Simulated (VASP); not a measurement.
# GeSb2 (Pnnm) in VASP: single point with PBE

Aim: the single point of GeSb2 with PBE.

Program: VASP 6.6.1. These are calculated values, not measurements. Logs are shortened: lines on timing, memory, paths and dates and some standing lists are left out, and cuts for length are marked.

**1. The cell of the first run**

The structure is orthorhombic, space group Pnnm (No. 58). The conventional cell has a = 5.776 Å, b = 7.414 Å, c = 3.935 Å, α = 90.00°, β = 90.00°, γ = 90.00°. Within 4.0 Å of Ge (site symmetry 2/m) lie 6 Sb at 2.86 to 2.93 Å and 2 Ge at 3.93 Å. Within 4.3 Å of Sb (site symmetry m) lie 12 Sb at 2.85 to 4.27 Å and 3 Ge at 2.86 to 2.93 Å.

**2. Single point, PBE**

INCAR reads:

```
PREC = Accurate ; ENCUT = 520
EDIFF = 1E-6 ; ISMEAR = 0
SIGMA = 0.1 ; LREAL = F
LASPH = T ; NELM = 60
ALGO = Normal ; ISIF = 2
LWAVE = F ; LCHARG = F
GGA = PE ; NBANDS = 33
```

KPOINTS reads:

```
Automatic mesh
0
Gamma
  8 6 10
```

POSCAR reads:

```
GeSb2
1.0
    5.7760128657      0.0000000000      0.0000000000
    0.0000000000      7.4135037642      0.0000000000
    0.0000000000      0.0000000000      3.9345631297
Ge Sb
2 4
Direct
    0.0000000000      0.0000000000      0.0000000000
    0.5000000000      0.5000000000      0.5000000000
    0.1813249777      0.3694603517      0.0000000000
    0.8186750223      0.6305396483      0.0000000000
    0.6813249777      0.1305396483      0.5000000000
    0.3186750223      0.8694603517      0.5000000000
```

Potentials or basis: VASP PAW PBE potentials, release 64 (Ge_d, Sb).

Run with:

```
cat potpaw_PBE.64/Ge_d/POTCAR potpaw_PBE.64/Sb/POTCAR > POTCAR
mpirun -np 1 vasp_std > vasp.out
```

OUTCAR:

```text
PREC = Accurate
   ENCUT = 520
   EDIFF = 1E-6
   ISMEAR = 0
   LREAL = F
   LASPH = T
   NELM = 60
   ISIF = 2
   GGA = PE

 ion  position               nearest neighbor table
   1  0.000  0.000  0.000-   5 2.86   6 2.86   5 2.86   6 2.86   3 2.93   4 2.93
   2  0.500  0.500  0.500-   3 2.86   4 2.86   3 2.86   4 2.86   5 2.93   6 2.93
   3  0.181  0.369  0.000-   4 2.85   2 2.86   2 2.86   1 2.93
   4  0.819  0.631  0.000-   3 2.85   2 2.86   2 2.86   1 2.93
   5  0.681  0.131  0.500-   6 2.85   1 2.86   1 2.86   2 2.93
   6  0.319  0.869  0.500-   5 2.85   1 2.86   1 2.86   2 2.93

  LATTYP: Found a simple orthorhombic cell.
 ALAT       =     3.9345631297
 B/A-ratio  =     1.4680188563
 C/A-ratio  =     1.8841999785

  Lattice vectors:

 A1 = (   0.0000000000,   0.0000000000,   3.9345631297)
 A2 = (   5.7760128657,   0.0000000000,   0.0000000000)
 A3 = (   0.0000000000,   7.4135037642,   0.0000000000)

Analysis of symmetry for initial positions (statically):
=====================================================================
 Subroutine PRICEL returns:
 Original cell was already a primitive cell.

 Routine SETGRP: Setting up the symmetry group for a
 simple orthorhombic supercell.

 Subroutine GETGRP returns: Found  8 space group operations
 (whereof  4 operations were pure point group operations)
 out of a pool of  8 trial point group operations.

The static configuration has the point symmetry C_2h.
 The point group associated with its full space group is D_2h.

Analysis of symmetry for dynamics (positions and initial velocities):
=====================================================================
 Subroutine PRICEL returns:
 Original cell was already a primitive cell.

 Routine SETGRP: Setting up the symmetry group for a
 simple orthorhombic supercell.

 Subroutine GETGRP returns: Found  8 space group operations
 (whereof  4 operations were pure point group operations)
 out of a pool of  8 trial point group operations.

The dynamic configuration has the point symmetry C_2h.
 The point group associated with its full space group is D_2h.

 Subroutine INISYM returns: Found  8 space group operations
 (whereof  4 operations are pure point group operations),
 and found     1 'primitive' translations

----------------------------------------------------------------------------------------

                                     Primitive cell

  volume of cell :     168.4799

  direct lattice vectors                    reciprocal lattice vectors
     5.776012866  0.000000000  0.000000000     0.173129808  0.000000000  0.000000000
     0.000000000  7.413503764  0.000000000     0.000000000  0.134888985  0.000000000
     0.000000000  0.000000000  3.934563130     0.000000000  0.000000000  0.254157823

  length of vectors
     5.776012866  7.413503764  3.934563130     0.173129808  0.134888985  0.254157823

  position of ions in fractional coordinates (direct lattice)
     0.000000000  0.000000000  0.000000000
     0.500000000  0.500000000  0.500000000
     0.181324978  0.369460352  0.000000000
     0.818675022  0.630539648  0.000000000
     0.681324978  0.130539648  0.500000000
     0.318675022  0.869460352  0.500000000

  ion indices of the primitive-cell ions
   primitive index   ion index
                 1           1
                 2           2
                 3           3
                 4           4
                 5           5
                 6           6

----------------------------------------------------------------------------------------

 KPOINTS: Automatic mesh

Automatic generation of k-mesh.
 Grid dimensions read from file:
 generate k-points for:    8    6   10

 Generating k-lattice:

  Cartesian coordinates                     Fractional coordinates (reciprocal lattice)
     0.021641226  0.000000000  0.000000000     0.125000000  0.000000000  0.000000000
     0.000000000  0.022481498  0.000000000     0.000000000  0.166666667  0.000000000
     0.000000000  0.000000000  0.025415782     0.000000000  0.000000000  0.100000000

  Length of vectors
     0.021641226  0.022481498  0.025415782

  Shift w.r.t. Gamma in fractional coordinates (k-lattice)
     0.000000000  0.000000000  0.000000000

 Subroutine IBZKPT returns following result:
 ===========================================

 Found    120 irreducible k-points:

 Following reciprocal coordinates:
            Coordinates               Weight
  0.000000  0.000000  0.000000      1.000000
  0.125000  0.000000  0.000000      2.000000
  0.250000  0.000000  0.000000      2.000000
  0.375000  0.000000  0.000000      2.000000
  0.500000  0.000000  0.000000      1.000000
  0.000000  0.166667  0.000000      2.000000
[... 16 lines left out ...]
  0.250000  0.000000  0.100000      4.000000
  0.375000  0.000000  0.100000      4.000000
 [... further k-points ...]
   k-points           NKPTS =    120   k-points in BZ     NKDIM =    120   number of bands    NBANDS=     33
   number of dos      NEDOS =    301   number of ions     NIONS =      6
   total plane-waves  NPLWV =  80640
   dimension x,y,z NGX =    48 NGY =   56 NGZ =   30
   dimension x,y,z NGXF=    96 NGYF=  112 NGZF=   60
   ions per type =               2   4
   NGX,Y,Z   is equivalent  to a cutoff of  13.82, 12.56, 12.68 a.u.
   NGXF,Y,Z  is equivalent  to a cutoff of  27.63, 25.12, 25.35 a.u.
 SYSTEM =  unknown system
   PREC   = accura    normal or accurate (medium, high low for compatibility)
   ISTART =      0    job   : 0-new  1-cont  2-samecut
   ICHARG =      2    charge: 1-file 2-atom 10-const
   ISPIN  =      1    spin polarized calculation?
   LNONCOLLINEAR =      F non collinear calculations
   LSORBIT =      F    spin-orbit coupling
   LASPH  =      T    aspherical Exc in radial PAW
   ENCUT  =  520.0 eV  38.22 Ry    6.18 a.u.  10.74 13.78  7.32*2*pi/ulx,y,z
   NELM   =     60;   NELMIN=  2; NELMDL= -5     # of ELM steps
   EDIFF  = 0.1E-05   stopping-criterion for ELM
   LREAL  =      F    real-space projection
   EDIFFG = 0.1E-04   stopping-criterion for IOM
   NSW    =      0    number of steps for IOM
   IBRION =     -1    ionic relax: 0-MD 1-quasi-New 2-CG
   NFREE  =      0    steps in history (QN), initial steepest desc. (CG)
   ISIF   =      2    stress and relaxation
   ISYM   =      2    0-nonsym 1-usesym 2-fastsym
   POTIM  = 0.5000    time-step for ionic-motion
   TEBEG  =    0.0;   TEEND  =   0.0 temperature during run
   PSTRESS=    0.0 pullay stress
   NELECT =      48.0000    total number of electrons
   NUPDOWN=      -1.0000    fix difference up-down
   EMIN   =  10.00;   EMAX   =-10.00  energy-range for DOS
   EFERMI =   0.00;   METHOD = LEGACY
   ISMEAR =     0;   SIGMA  =   0.10  broadening in eV -4-tet -1-fermi 0-gaus
   EFERMI_NEDOS =   21; number of points for ismear=-14 and -15
   IALGO  =     38    algorithm
   IMIX   =      4    mixing-type and parameters
     AMIX     =   0.40;   BMIX     =  1.00
     AMIX_MAG =   1.60;   BMIX_MAG =  1.00
  volume/ion in A,a.u.               =      28.08       189.49
  Fermi-wavevector in a.u.,A,eV,Ry     =   1.077224  2.035657 15.788345  1.160411
  Thomas-Fermi vector in A             =   2.213129
   LORBIT       =      0    0 simple, 1 ext, 2 COOP (PROOUT), +10 PAW based schemes
   GGA     = PE    functional components
   LHFCALC =     F    Hartree Fock is set to
   AEXX    =    0.0000 exact exchange contribution
   IVDW    =     0    specifies the selected vdW correction
   LEPSILON=     F    determine dielectric tensor
   LRPA    =     F    only Hartree local field effects (RPA)
 non-spin polarized calculation
 Gauss-broadening in eV      SIGMA  =   0.10
  energy-cutoff  :      520.00
  volume of cell :      168.48
 maximum number of plane-waves:      4570
 NGX is ok and might be reduce to    48
   NGX = 21   NGY = 27   NGZ = 15

 number of electron      48.0000025 magnetization

 Free energy of the ion-electron system (eV)
  ---------------------------------------------------
  ext. energy  EPLUGINS =         0.00000000
  ---------------------------------------------------
  free energy    TOTEN  =       -24.47542136 eV

  energy without entropy =      -24.46216499  energy(sigma->0) =      -24.46879318

 E-fermi :   6.1452     XC(G=0):  -9.6677

 val. band max:        6.1353308584   @ k =   0.3750   0.3333   0.5000
 cond. band min:       6.1702008111   @ k =   0.1250   0.1667   0.5000
 fundamental gap:      0.0348699527
 Fermi energy:         6.1451931061

 k-point     1 :       0.0000    0.0000    0.0000
  band No.  band energies     occupation
      1     -18.4715      2.00000
      2     -18.4699      2.00000
      3     -18.4530      2.00000
      4     -18.4526      2.00000
      5     -18.4453      2.00000
      6     -18.4449      2.00000
[... 25 lines left out ...]
     32      10.5245      0.00000
     33      10.6212      0.00000

 k-point     2 :       0.1250    0.0000    0.0000
  band No.  band energies     occupation
      1     -18.4715      2.00000
      2     -18.4700      2.00000
      3     -18.4530      2.00000
      4     -18.4526      2.00000
      5     -18.4452      2.00000
      6     -18.4449      2.00000
[... 25 lines left out ...]
     32      10.2851      0.00000
     33      10.4411      0.00000

 k-point     3 :       0.2500    0.0000    0.0000
  band No.  band energies     occupation
      1     -18.4713      2.00000
      2     -18.4701      2.00000
      3     -18.4529      2.00000
      4     -18.4526      2.00000
      5     -18.4452      2.00000
      6     -18.4449      2.00000
[... 25 lines left out ...]
     32      10.1327      0.00000
     33      10.3047      0.00000

 k-point     4 :       0.3750    0.0000    0.0000
  band No.  band energies     occupation
      1     -18.4710      2.00000
      2     -18.4704      2.00000
      3     -18.4529      2.00000
      4     -18.4527      2.00000
      5     -18.4451      2.00000
      6     -18.4450      2.00000
[... 25 lines left out ...]
     32      10.2592      0.00000
     33      10.3501      0.00000

 k-point     5 :       0.5000    0.0000    0.0000
  band No.  band energies     occupation
      1     -18.4707      2.00000
      2     -18.4707      2.00000
      3     -18.4528      2.00000
      4     -18.4528      2.00000
      5     -18.4451      2.00000
      6     -18.4451      2.00000
[... 604 lines left out ...]
 k-point    22 :       0.1250    0.0000    0.1000
  band No.  band energies     occupation
      1     -18.4712      2.00000
      2     -18.4698      2.00000
      3     -18.4530      2.00000
      4     -18.4526      2.00000
      5     -18.4455      2.00000
      6     -18.4451      2.00000
[... 25 lines left out ...]
     32      10.2204      0.00000
     33      10.7502      0.00000

 k-point    23 :       0.2500    0.0000    0.1000
  band No.  band energies     occupation
      1     -18.4710      2.00000
      2     -18.4699      2.00000
      3     -18.4529      2.00000
      4     -18.4526      2.00000
      5     -18.4454      2.00000
      6     -18.4451      2.00000
[... 25 lines left out ...]
     32       9.9884      0.00000
     33      10.6018      0.00000

 k-point    24 :       0.3750    0.0000    0.1000
  band No.  band energies     occupation
      1     -18.4708      2.00000
      2     -18.4702      2.00000
      3     -18.4528      2.00000
      4     -18.4527      2.00000
      5     -18.4453      2.00000
      6     -18.4452      2.00000
[... 25 lines left out ...]
     32       9.9709      0.00000
     33      10.6841      0.00000

 [... further k-points ...]

------------------------ aborting loop because EDIFF is reached ----------------------------------------

  FORCE on cell =-STRESS in cart. coord.  units (eV):
  Direction    XX          YY          ZZ          XY          YZ          ZX
  --------------------------------------------------------------------------------------
  -------------------------------------------------------------------------------------
  Total        0.0359088      0.0032696      0.0197964     -0.0000000      0.0000000      0.0000000
  in kB        0.3414784      0.0310929      0.1882555     -0.0000000      0.0000000      0.0000000
  external PRESSURE =       0.1869423 kB  Pullay stress =       0.0000000 kB

 VOLUME and BASIS-vectors are now :
 -----------------------------------------------------------------------------
  energy-cutoff  :      520.00
  volume of cell :      168.48
      direct lattice vectors                 reciprocal lattice vectors
     5.776012866  0.000000000  0.000000000     0.173129808  0.000000000  0.000000000
     0.000000000  7.413503764  0.000000000     0.000000000  0.134888985  0.000000000
     0.000000000  0.000000000  3.934563130     0.000000000  0.000000000  0.254157823

 POSITION                                       TOTAL-FORCE (eV/Angst)
 -----------------------------------------------------------------------------------
      0.00000      0.00000      0.00000         0.000000      0.000000      0.000000
      2.88801      3.70675      1.96728         0.000000      0.000000      0.000000
      1.04734      2.73900      0.00000         0.004761     -0.018012      0.000000
      4.72868      4.67451      0.00000        -0.004761      0.018012     -0.000000
      3.93534      0.96776      1.96728         0.004761      0.018012     -0.000000
      1.84067      6.44575      1.96728        -0.004761     -0.018012     -0.000000
 -----------------------------------------------------------------------------------
    total drift:                                0.000000     -0.000000     -0.000000

  FREE ENERGIE OF THE ION-ELECTRON SYSTEM (eV)
  ---------------------------------------------------
  free  energy   TOTEN  =       -24.4754213577 eV

  energy  without entropy=      -24.4621649938  energy(sigma->0) =      -24.46879318
```

It took 5 min on 1 thread of Intel Xeon Platinum 8488C (Sapphire Rapids), shared host; peak memory 0.65 GiB.

Results:

```
Free energy            : -24.4754 eV
Pressure               : 0.0 GPa
Largest force          : 0.019 eV/Å
Band gap on the k mesh : zero (bands 24 and 25 overlap by 2.16 eV)
```

Forces in eV/Å, atoms in the order of the input:
```
Ge   0.000  0.000  0.000
Ge   0.000  0.000  0.000
Sb   0.005 -0.018  0.000
Sb  -0.005  0.018  0.000
Sb   0.005  0.018  0.000
Sb  -0.005 -0.018  0.000
```

Caveat: spin-orbit coupling is left out, which moves the levels of the heavy elements.

The gap in the log of VASP goes by the Fermi energy; the results here count the filled bands.